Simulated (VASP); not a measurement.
A run of VASP 6.6.1:

The input INCAR:

```
PREC = Accurate
ENCUT = 600
EDIFF = 1E-6
ISMEAR = 0
SIGMA = 0.1
LREAL = False
LASPH = True
NELM = 60
ALGO = Fast
ISIF = 3
LWAVE = False
LCHARG = False
GGA = PE
IVDW = 12
IBRION = 2
NSW = 70
EDIFFG = -0.005
```

Contents of KPOINTS:

```
Automatic mesh
0
Gamma
  18 18 10
```

File POSCAR:

```
Au
1.0
    2.9169619562      0.0000000000      0.0000000000
   -1.4584809781      2.5261631559      0.0000000000
    0.0000000000      0.0000000000      4.8900307706
Au
2
Direct
    0.3333333333      0.6666666667      0.7500000000
    0.6666666667      0.3333333333      0.2500000000
```

Potentials or basis: VASP PAW PBE potentials, release 64 (Au).

Command:

```bash
$ cat potpaw_PBE.64/Au/POTCAR > POTCAR
$ mpirun -np 1 vasp_std > vasp.out
```

Hardware: 1 thread of Intel Xeon 8259CL (shared host).

Estimate the wall time of this run.

Run time: 13 min on 1 thread of Intel Xeon 8259CL, with other jobs on the host, peak memory 0.29 GiB. Counts: scf iterations 86, k points 222, ion steps 16.
